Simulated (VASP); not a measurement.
Runs of VASP 6.6.1 on CoSn2. Symmetry: I4/mcm, No. 140, tetragonal system. The conventional cell has a = 6.365 Å, b = 6.365 Å, c = 5.457 Å, α = 90.00°, β = 90.00°, γ = 90.00°. Within 3.6 Å of Co (site symmetry 422) lie 2 Co at 2.73 Å and 8 Sn at 2.76 Å. Within 3.6 Å of Sn (site symmetry m2m) lie 4 Co at 2.76 Å and 11 Sn at 2.84 to 3.39 Å. 

```csv
smearing,gap on the mesh (eV),pressure (GPa),largest force (eV/Å)
methfessel-paxton 0.05 eV,none,-4.2,0.88
fermi-dirac 0.2 eV,none,-3.5,0.86
methfessel-paxton 0.02 eV,none,-4.2,0.89
fermi-dirac 0.5 eV,none,(a),0.80
```

Alike in all rows: task single point; level PBEsol; potentials or basis VASP PAW PBE potentials, release 64 (Co, Sn_d); no spin polarisation; cell as given; k mesh 8 × 8 × 8; cutoff (eV) 520.

Question: Estimate the missing entries.

Answer: (a) 0.5.

Caveats: the PAW data sets were made with another functional, which shifts forces and pressure a little; spin-orbit coupling is left out, which moves the levels of the heavy elements; the run has no spin polarisation, though such a crystal can be magnetic; the cell stands under tension (at least some runs); so wide a smearing shifts energies and pressures (at least some runs).

A k mesh can miss the band edges, and the runs leave out spin-orbit coupling on Sn.

A gap of «none» marks levels without a gap at the run's occupations.
